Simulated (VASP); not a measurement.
Set up this calculation in VASP 6.6.1, as the native input.

```
Task                   : single point
Functional             : LDA
Potentials or basis    : VASP PAW LDA potentials, release 64 (Zr_sv)
Cutoff                 : 520 eV
k mesh                 : 18 × 18 × 18
Occupations            : gaussian, width 0.15 eV
Spin                   : no spin polarisation
Dipole correction      : no
Further INCAR settings : ALGO = Normal; EDIFF = 1e-06; NBANDS = 12
```

The structure of Zr lies in POSCAR:

```
Zr
1.0
    0.0000000000      2.2550000000      2.3226500000
    2.2550000000      0.0000000000      2.3226500000
    2.2550000000      2.2550000000      0.0000000000
Zr
1
Direct
    0.0000000000      0.0000000000      0.0000000000
```

This cell differs from its parent crystal: strain +0.000 along x and y, +0.030 along z.

These files were run (other wordings do the same):

INCAR

```
SYSTEM = Zr
PREC = Accurate ; ENCUT = 520
EDIFF = 1E-6 ; ISMEAR = 0
SIGMA = 0.15 ; LREAL = .False.
LASPH = .True. ; NELM = 60
ALGO = Normal ; ISIF = 2
LWAVE = .False. ; LCHARG = .False.
NBANDS = 12
```

KPOINTS

```
Automatic mesh
0
Gamma
  18 18 18
  0 0 0
```

Potentials or basis: VASP PAW LDA potentials, release 64 (Zr_sv).

Launch:

```sh
$ cat potpaw_LDA.64/Zr_sv/POTCAR > POTCAR
$ mpirun -np 1 vasp_std > vasp.out
```

Results of the run:

| Item | Value |
| --- | --- |
| Pressure | -7.9 GPa |
| Band gap on the k mesh | zero (bands 6 and 7 overlap by 1.47 eV) |

Caveat: the cell differs from its parent crystal (strain +0.000 along x and y, +0.030 along z); the cell stands under tension.

Wall time 66 s on 1 thread of Intel Xeon 8259CL, on a shared host, peak memory 0.23 GiB.
